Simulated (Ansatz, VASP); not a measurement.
# GaP in VASP and in Ansatz

```
CELL_PARAMETERS angstrom
0.00000 2.72525 2.72525
2.72525 0.00000 2.72525
2.72525 2.72525 0.00000
ATOMIC_POSITIONS crystal
Ga 0.00000 0.00000 0.00000
P 0.25000 0.25000 0.25000
```

Alike in both runs: task single point; functional RPBE; k mesh 8 × 8 × 8; occupations gaussian, width 0.05 eV; no spin polarisation.

|  | VASP | Ansatz |
| --- | --- | --- |
| version | VASP 6.6.1 | Ansatz 0.2.0 |
| potentials or method | VASP PAW PBE potentials, release 64 (Ga_d, P), cutoff 520 eV | all-electron LAPW, scalar-relativistic |

```csv
,VASP,Ansatz,Ansatz less VASP
gap on the k mesh at the Fermi level (eV),1.73,1.74,+0.009
least direct gap on the mesh (eV),1.96,1.96,+0.006
pressure (GPa),4.4,4.6,+0.14
```

VASP's potentials were made for PBE, not for RPBE. Ansatz ran all-electron here, and VASP with PAW potentials.
